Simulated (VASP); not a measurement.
# Ta2SiO3 (P-62m) in VASP: further runs

Runs on Ta2SiO3. Level: PBE. Tasks: relaxation of cell and atoms, single point.

Everything below comes from runs of VASP 6.6.1. Logs are shortened: lines on timing, memory, paths and dates and some standing lists are left out, and cuts for length are marked.

## (1) The cell of the first run

Symmetry: P-62m, No. 189, hexagonal system. The conventional cell has a = 5.030 Å, b = 5.030 Å, c = 3.218 Å, α = 90.00°, β = 90.00°, γ = 120.00°. Ta (site symmetry -6) has 6 O at 2.22 Å within 2.9 Å. Within 2.7 Å of Si (site symmetry -62m) lie 3 O at 2.04 Å. O (site symmetry m2m) has 1 Si at 2.04 Å and 4 Ta at 2.22 Å and 4 O at 2.64 Å within 2.7 Å.

## (2) Relaxation of cell and atoms, PBE

INCAR reads:

```
SYSTEM = Ta2SiO3
ALGO = Normal
EDIFF = 1E-6
EDIFFG = -0.01
ENCUT = 600
GGA = PE
IBRION = 2
ISIF = 3
ISMEAR = 0
LASPH = .True.
LCHARG = .False.
LREAL = .False.
LWAVE = .False.
NELM = 80
NSW = 100
PREC = Accurate
SIGMA = 0.02
```

KPOINTS reads:

```
k-points
0
Gamma
  6 6 8
  0 0 0
```

POSCAR reads:

```
Ta2SiO3
1.0
    5.0301887434      0.0000000000      0.0000000000
   -2.5150943717      4.3562712376      0.0000000000
    0.0000000000      0.0000000000      3.2179533031
Ta Si O
2 1 3
Direct
    0.3333333333      0.6666666667      0.5000000000
    0.6666666667      0.3333333333      0.5000000000
    0.0000000000      0.0000000000      0.0000000000
    0.5936560497      0.0000000000      0.0000000000
    0.0000000000      0.5936560497      0.0000000000
    0.4063439503      0.4063439503      0.0000000000
```

Potentials or basis: VASP PAW PBE potentials, release 64 (Ta_pv, Si, O).

Launch:

```sh
> cat potpaw_PBE.64/Ta_pv/POTCAR potpaw_PBE.64/Si/POTCAR potpaw_PBE.64/O/POTCAR > POTCAR
> mpirun -np 1 vasp_std > vasp.out
```

OUTCAR:

```text
SYSTEM = Ta2SiO3
   EDIFF = 1E-6
   EDIFFG = -0.01
   ENCUT = 600
   GGA = PE
   IBRION = 2
   ISIF = 3
   ISMEAR = 0
   LASPH = .True.
   LREAL = .False.
   NELM = 80
   NSW = 100
   PREC = Accurate

 ion  position               nearest neighbor table
   1  0.333  0.667  0.500-   5 2.22   5 2.22   4 2.22   4 2.22   6 2.22   6 2.22   2 2.90   2 2.90
                             2 2.90   3 3.32   3 3.32   3 3.32   3 3.32   3 3.32   3 3.32
   2  0.667  0.333  0.500-   4 2.22   4 2.22   5 2.22   5 2.22   6 2.22   6 2.22   1 2.90   1 2.90
                             1 2.90   3 3.32   3 3.32   3 3.32   3 3.32   3 3.32   3 3.32
   3  0.000  0.000  0.000-   5 2.04   6 2.04   4 2.04   2 3.32   1 3.32   1 3.32   2 3.32   1 3.32
                             1 3.32   2 3.32   2 3.32   2 3.32   2 3.32   1 3.32   1 3.32
   4  0.594  0.000  0.000-   3 2.04   2 2.22   2 2.22   1 2.22   1 2.22
   5  0.000  0.594  0.000-   3 2.04   1 2.22   1 2.22   2 2.22   2 2.22
   6  0.406  0.406  0.000-   3 2.04   1 2.22   1 2.22   2 2.22   2 2.22

  LATTYP: Found a hexagonal cell.
 ALAT       =     5.0301887434
 C/A-ratio  =     0.6397281429

  Lattice vectors:

 A1 = (   5.0301887434,   0.0000000000,   0.0000000000)
 A2 = (  -2.5150943717,   4.3562712376,   0.0000000000)
 A3 = (   0.0000000000,   0.0000000000,   3.2179533031)

Analysis of symmetry for initial positions (statically):
=====================================================================
 Subroutine PRICEL returns:
 Original cell was already a primitive cell.

 Routine SETGRP: Setting up the symmetry group for a
 hexagonal supercell.

 Subroutine GETGRP returns: Found 12 space group operations
 (whereof 12 operations were pure point group operations)
 out of a pool of 24 trial point group operations.

The static configuration has the point symmetry D_3h.

Analysis of symmetry for dynamics (positions and initial velocities):
=====================================================================
 Subroutine PRICEL returns:
 Original cell was already a primitive cell.

 Routine SETGRP: Setting up the symmetry group for a
 hexagonal supercell.

 Subroutine GETGRP returns: Found 12 space group operations
 (whereof 12 operations were pure point group operations)
 out of a pool of 24 trial point group operations.

The dynamic configuration has the point symmetry D_3h.

 Subroutine INISYM returns: Found 12 space group operations
 (whereof 12 operations are pure point group operations),
 and found     1 'primitive' translations

----------------------------------------------------------------------------------------

                                     Primitive cell

  volume of cell :      70.5146

  direct lattice vectors                    reciprocal lattice vectors
     5.030188743  0.000000000  0.000000000     0.198799697  0.114777059  0.000000000
    -2.515094372  4.356271238  0.000000000     0.000000000  0.229554118  0.000000000
     0.000000000  0.000000000  3.217953303     0.000000000  0.000000000  0.310756529

  length of vectors
     5.030188743  5.030188743  3.217953303     0.229554118  0.229554118  0.310756529

  position of ions in fractional coordinates (direct lattice)
     0.333333333  0.666666667  0.500000000
     0.666666667  0.333333333  0.500000000
     0.000000000  0.000000000  0.000000000
     0.593656050  0.000000000  0.000000000
     1.000000000  0.593656050  0.000000000
     0.406343950  0.406343950  0.000000000

  ion indices of the primitive-cell ions
   primitive index   ion index
                 1           1
                 2           2
                 3           3
                 4           4
                 5           5
                 6           6

----------------------------------------------------------------------------------------

 KPOINTS: k-points

Automatic generation of k-mesh.
 Grid dimensions read from file:
 generate k-points for:    6    6    8

 Generating k-lattice:

  Cartesian coordinates                     Fractional coordinates (reciprocal lattice)
     0.033133283  0.019129510  0.000000000     0.166666667  0.000000000  0.000000000
     0.000000000  0.038259020  0.000000000     0.000000000  0.166666667  0.000000000
     0.000000000  0.000000000  0.038844566     0.000000000  0.000000000  0.125000000

  Length of vectors
     0.038259020  0.038259020  0.038844566

  Shift w.r.t. Gamma in fractional coordinates (k-lattice)
     0.000000000  0.000000000  0.000000000

 Subroutine IBZKPT returns following result:
 ===========================================

 Found     35 irreducible k-points:

 Following reciprocal coordinates:
            Coordinates               Weight
  0.000000  0.000000  0.000000      1.000000
  0.166667 -0.000000  0.000000      6.000000
  0.333333 -0.000000  0.000000      6.000000
  0.500000 -0.000000  0.000000      3.000000
  0.166667  0.166667  0.000000      6.000000
  0.333333  0.166667  0.000000     12.000000
[... 16 lines left out ...]
  0.166667 -0.000000  0.375000     12.000000
  0.333333 -0.000000  0.375000     12.000000
 [... further k-points ...]
   k-points           NKPTS =     35   k-points in BZ     NKDIM =     35   number of bands    NBANDS=     26
   number of dos      NEDOS =    301   number of ions     NIONS =      6
   total plane-waves  NPLWV =  44800
   dimension x,y,z NGX =    40 NGY =   40 NGZ =   28
   dimension x,y,z NGXF=    80 NGYF=   80 NGZF=   56
   ions per type =               2   1   3
   NGX,Y,Z   is equivalent  to a cutoff of  13.22, 13.22, 14.47 a.u.
   NGXF,Y,Z  is equivalent  to a cutoff of  26.44, 26.44, 28.93 a.u.
 SYSTEM =  Ta2SiO3
   PREC   = accura    normal or accurate (medium, high low for compatibility)
   ISTART =      0    job   : 0-new  1-cont  2-samecut
   ICHARG =      2    charge: 1-file 2-atom 10-const
   ISPIN  =      1    spin polarized calculation?
   LNONCOLLINEAR =      F non collinear calculations
   LSORBIT =      F    spin-orbit coupling
   LASPH  =      T    aspherical Exc in radial PAW
   ENCUT  =  600.0 eV  44.10 Ry    6.64 a.u.  10.05 10.05  6.43*2*pi/ulx,y,z
   NELM   =     80;   NELMIN=  2; NELMDL= -5     # of ELM steps
   EDIFF  = 0.1E-05   stopping-criterion for ELM
   LREAL  =      F    real-space projection
   EDIFFG = -.1E-01   stopping-criterion for IOM
   NSW    =    100    number of steps for IOM
   IBRION =      2    ionic relax: 0-MD 1-quasi-New 2-CG
   NFREE  =      1    steps in history (QN), initial steepest desc. (CG)
   ISIF   =      3    stress and relaxation
   ISYM   =      2    0-nonsym 1-usesym 2-fastsym
   POTIM  = 0.5000    time-step for ionic-motion
   TEBEG  =    0.0;   TEEND  =   0.0 temperature during run
   PSTRESS=    0.0 pullay stress
   NELECT =      44.0000    total number of electrons
   NUPDOWN=      -1.0000    fix difference up-down
   EMIN   =  10.00;   EMAX   =-10.00  energy-range for DOS
   EFERMI =   0.00;   METHOD = LEGACY
   ISMEAR =     0;   SIGMA  =   0.02  broadening in eV -4-tet -1-fermi 0-gaus
   EFERMI_NEDOS =   21; number of points for ismear=-14 and -15
   IALGO  =     38    algorithm
   IMIX   =      4    mixing-type and parameters
     AMIX     =   0.40;   BMIX     =  1.00
     AMIX_MAG =   1.60;   BMIX_MAG =  1.00
  volume/ion in A,a.u.               =      11.75        79.31
  Fermi-wavevector in a.u.,A,eV,Ry     =   1.398941  2.643615 26.627092  1.957036
  Thomas-Fermi vector in A             =   2.522049
   LORBIT       =      0    0 simple, 1 ext, 2 COOP (PROOUT), +10 PAW based schemes
   GGA     = PE    functional components
   LHFCALC =     F    Hartree Fock is set to
   AEXX    =    0.0000 exact exchange contribution
   IVDW    =     0    specifies the selected vdW correction
   LEPSILON=     F    determine dielectric tensor
   LRPA    =     F    only Hartree local field effects (RPA)
 conjugate gradient relaxation of ions
 non-spin polarized calculation
 Gauss-broadening in eV      SIGMA  =   0.02
  energy-cutoff  :      600.00
  volume of cell :       70.51
 maximum number of plane-waves:      2379
   NGX = 21   NGY = 21   NGZ = 13

--------------------------------------- Ionic step        1  -------------------------------------------

 number of electron      43.9999995 magnetization

 Free energy of the ion-electron system (eV)
  ---------------------------------------------------
  ext. energy  EPLUGINS =         0.00000000
  ---------------------------------------------------
  free energy    TOTEN  =       -51.10581604 eV

  energy without entropy =      -51.10581604  energy(sigma->0) =      -51.10581604

------------------------ aborting loop because EDIFF is reached ----------------------------------------

  FORCE on cell =-STRESS in cart. coord.  units (eV):
  Direction    XX          YY          ZZ          XY          YZ          ZX
  --------------------------------------------------------------------------------------
  -------------------------------------------------------------------------------------
  Total        0.0191044      0.0191044      0.3257098      0.0000000     -0.0000000     -0.0000000
  in kB        0.4340758      0.4340758      7.4005237      0.0000000     -0.0000000     -0.0000000
  external PRESSURE =       2.7562251 kB  Pullay stress =       0.0000000 kB
[... 105 lines left out ...]
  energy  without entropy=      -51.1060976492  energy(sigma->0) =      -51.10609765

--------------------------------------- Ionic step        4  -------------------------------------------

 number of electron      43.9999996 magnetization

 Free energy of the ion-electron system (eV)
  ---------------------------------------------------
  ext. energy  EPLUGINS =         0.00000000
  ---------------------------------------------------
  free energy    TOTEN  =       -51.10623646 eV

  energy without entropy =      -51.10623646  energy(sigma->0) =      -51.10623646

 E-fermi :   8.1190     XC(G=0): -12.1957

 val. band max:        7.9290658981   @ k =   0.1667  -0.0000   0.0000
 cond. band min:       8.6146494130   @ k =   0.1667  -0.0000   0.0000
 fundamental gap:      0.6855835149
 Fermi energy:         8.1190087792

 k-point     1 :       0.0000    0.0000    0.0000
  band No.  band energies     occupation
      1     -28.0711      2.00000
      2     -28.0711      2.00000
      3     -28.0642      2.00000
      4     -27.9236      2.00000
      5     -27.5494      2.00000
      6     -27.5494      2.00000
[... 685 lines left out ...]
     25      10.2317      0.00000
     26      10.4663      0.00000

 [... further k-points ...]

------------------------ aborting loop because EDIFF is reached ----------------------------------------

  FORCE on cell =-STRESS in cart. coord.  units (eV):
  Direction    XX          YY          ZZ          XY          YZ          ZX
  --------------------------------------------------------------------------------------
  -------------------------------------------------------------------------------------
  Total        0.0025800      0.0025800      0.0209433      0.0000000     -0.0000000      0.0000000
  in kB        0.0585637      0.0585637      0.4753898      0.0000000     -0.0000000      0.0000000
  external PRESSURE =       0.1975057 kB  Pullay stress =       0.0000000 kB
[... 21 lines left out ...]
  FREE ENERGIE OF THE ION-ELECTRON SYSTEM (eV)
  ---------------------------------------------------
  free  energy   TOTEN  =       -51.1062364604 eV

  energy  without entropy=      -51.1062364604  energy(sigma->0) =      -51.10623646

 reached required accuracy - stopping structural energy minimisation
```

It took 1.9 min on 1 thread of Intel Xeon Platinum 8488C (Sapphire Rapids), shared host; peak memory 0.26 GiB.

Results:

- Free energy: -51.1062 eV
- Relaxed volume: 11.76 Å³/atom
- Relaxed cell: a = 5.026 Å, b = 5.026 Å, c = 3.226 Å, α = 90.00°, β = 90.00°, γ = 120.00°
- Space group after relaxing (to 0.05 Å): P-62m (No. 189)
- Energy gained by relaxing: 0.1 meV/atom
- Ionic steps: 4
- Pressure after relaxing: 0.0 GPa
- Band gap on the k mesh: 0.69 eV, direct

Step by step:
```csv
step,energy change (eV),largest force (eV/Å),pressure (GPa),volume (Å³)
1,0.0000,0.0032,0.28,70.51
2,-0.0002,0.0038,-0.40,70.72
3,-0.0003,0.0020,-0.17,70.65
4,-0.0004,0.0019,0.02,70.58
```

Final structure:
```
Ta Si O
1.0
     5.02624    0.00000    0.00000
    -2.51312    4.35285    0.00000
     0.00000    0.00000    3.22618
Ta Si O
2 1 3
Direct
  0.33333 0.66667 0.50000
  0.66667 0.33333 0.50000
  0.00000 0.00000 0.00000
  0.59367 0.00000 0.00000
  0.00000 0.59367 0.00000
  0.40633 0.40633 0.00000
```

Caveat: spin-orbit coupling is left out, which moves the levels of the heavy elements.

## (3) Single point, PBE

INCAR reads:

```
SYSTEM = Ta2SiO3
ALGO = Normal
EDIFF = 1E-6
ENCUT = 600
GGA = PE
GGA_COMPAT = .FALSE.
ISIF = 2
ISMEAR = 0
LASPH = .TRUE.
LCHARG = .TRUE.
LELF = .TRUE.
LREAL = .FALSE.
LVHAR = .TRUE.
LWAVE = .FALSE.
NBANDS = 33
NELM = 120
PREC = Accurate
SIGMA = 0.1
```

KPOINTS reads:

```
k-points
0
G
  6 6 6
  0 0 0
```

POSCAR is that of step 2.

Potentials or basis: VASP PAW PBE potentials, release 64 (Ta_sv_GW, Si, O).

Launch:

```sh
> cat potpaw_PBE.64/Ta_sv_GW/POTCAR potpaw_PBE.64/Si/POTCAR potpaw_PBE.64/O/POTCAR > POTCAR
> mpirun -np 1 vasp_std > vasp.out
```

It took 82 s on 1 thread of Intel Xeon Platinum 8488C (Sapphire Rapids), shared host; peak memory 0.24 GiB.

It converged, with:

```
Free energy            : -56.1421 eV
Pressure               : -0.1 GPa
Largest force          : 0.017 eV/Å
Band gap on the k mesh : 0.68 eV, direct
```

Forces on the atoms (eV/Å):
```
Ta   0.000  0.000  0.000
Ta   0.000  0.000  0.000
Si   0.000  0.000  0.000
O   -0.017  0.000  0.000
O    0.009 -0.015  0.000
O    0.009  0.015  0.000
```

Stress tensor (GPa, compression positive):
```
-0.29  0.00  0.00
 0.00 -0.29  0.00
 0.00  0.00  0.23
```

Levels at points of the mesh, in eV from the valence-band top:
```tsv
k point	band 20	band 21	band 22	band 23	band 24	band 25	band 26	band 27	band 28	band 29
(0.00, 0.00, 0.00)	-5.19	-3.97	-2.26	-0.01	-0.01	0.93	0.93	0.95	0.95	3.20
(0.50, 0.00, 0.00)	-5.38	-3.07	-2.95	-1.19	-0.12	1.38	1.66	1.75	2.48	2.56
(0.00, 0.00, 0.50)	-5.37	-2.23	-1.44	-1.22	-1.22	0.94	2.13	2.13	2.34	2.34
(0.50, 0.00, 0.50)	-5.60	-3.76	-1.02	-0.99	-0.10	1.05	2.05	2.07	2.58	2.77
```

Caveat: spin-orbit coupling is left out, which moves the levels of the heavy elements. PBE gaps usually lie below the measured ones, often by a third to a half.
